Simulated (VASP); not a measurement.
# K16Cl15 (a cell with a defect): single point with PBE

The system is K16Cl15 (a cell with a defect).

```
K Cl
1.0
     0.00000    7.67839    7.67839
     7.67839    0.00000    7.67839
     7.67839    7.67839    0.00000
K Cl
16 15
Direct
  0.99496 0.99496 0.99496
  0.51513 0.99496 0.99496
  0.99496 0.51513 0.99496
  0.99496 0.99496 0.51513
  0.25504 0.25504 0.25504
  0.49940 0.49940 0.00180
  0.49940 0.00180 0.49940
  0.73487 0.25504 0.25504
  0.00180 0.49940 0.49940
  0.25504 0.73487 0.25504
  0.25504 0.25504 0.73487
  0.49940 0.49940 0.49940
  0.75060 0.75060 0.24820
  0.75060 0.24820 0.75060
  0.24820 0.75060 0.75060
  0.75060 0.75060 0.75060
  0.62500 0.12500 0.12500
  0.12500 0.62500 0.12500
  0.12500 0.12500 0.62500
  0.37500 0.37500 0.37500
  0.62500 0.62500 0.12500
  0.62500 0.12500 0.62500
  0.89279 0.35721 0.35721
  0.12500 0.62500 0.62500
  0.35721 0.89279 0.35721
  0.35721 0.35721 0.89279
  0.62500 0.62500 0.62500
  0.89279 0.89279 0.35721
  0.89279 0.35721 0.89279
  0.35721 0.89279 0.89279
  0.87500 0.87500 0.87500
```

- Program: VASP 6.6.1
- Task: single point
- Functional: PBE
- Potentials or basis: VASP PAW PBE potentials, release 64 (K_sv, Cl)
- Cutoff: 520 eV
- k mesh: 2 × 2 × 2
- Occupations: fermi-dirac, width 0.01 eV
- Spin: no spin polarisation

```json
{
  "Largest force": "0.005 eV/Å"
}
```

Forces in eV/Å, atoms in the order of the input:
```
K   -0.002 -0.002 -0.002
K   -0.002  0.002  0.002
K    0.002 -0.002  0.002
K    0.002  0.002 -0.002
K    0.002  0.002  0.002
K   -0.003 -0.003  0.003
K   -0.003  0.003 -0.003
K    0.002 -0.002 -0.002
K    0.003 -0.003 -0.003
K   -0.002  0.002 -0.002
K   -0.002 -0.002  0.002
K    0.003  0.003  0.003
K    0.003  0.003 -0.003
K    0.003 -0.003  0.003
K   -0.003  0.003  0.003
K   -0.003 -0.003 -0.003
Cl   0.000  0.000  0.000
Cl   0.000  0.000  0.000
Cl   0.000  0.000  0.000
Cl   0.000  0.000  0.000
Cl   0.000  0.000  0.000
Cl   0.000  0.000  0.000
Cl   0.005  0.000  0.000
Cl   0.000  0.000  0.000
Cl   0.000  0.005  0.000
Cl   0.000  0.000  0.005
Cl   0.000  0.000  0.000
Cl   0.000  0.000 -0.005
Cl   0.000 -0.005  0.000
Cl  -0.005  0.000  0.000
Cl   0.000  0.000  0.000
```

Levels at points of the mesh, in eV from the Fermi level:
| k point | band 121 | band 122 | band 123 | band 124 | band 125 | band 126 | band 127 | band 128 |
| --- | --- | --- | --- | --- | --- | --- | --- | --- |
| (0.00, 0.00, 0.00) | -0.39 | -0.25 | -0.25 | -0.25 | 4.27 | 5.87 | 6.02 | 6.02 |
| (0.50, 0.00, 0.00) | -0.48 | -0.48 | -0.45 | -0.45 | 4.95 | 5.29 | 6.14 | 6.45 |
| (0.50, 0.50, 0.00) | -0.33 | -0.33 | -0.28 | -0.28 | 5.01 | 5.72 | 5.79 | 6.24 |

Wall time 16 min on 1 thread of Intel(R) Xeon(R) Platinum 8488C (Sapphire Rapids), with other jobs on the host, peak memory 1.2 GiB.

Caveat: the cell carries a net charge on a neutralising background, which shifts energy and pressure; the cell is charged against a uniform background, so pressure and absolute levels hang on convention.
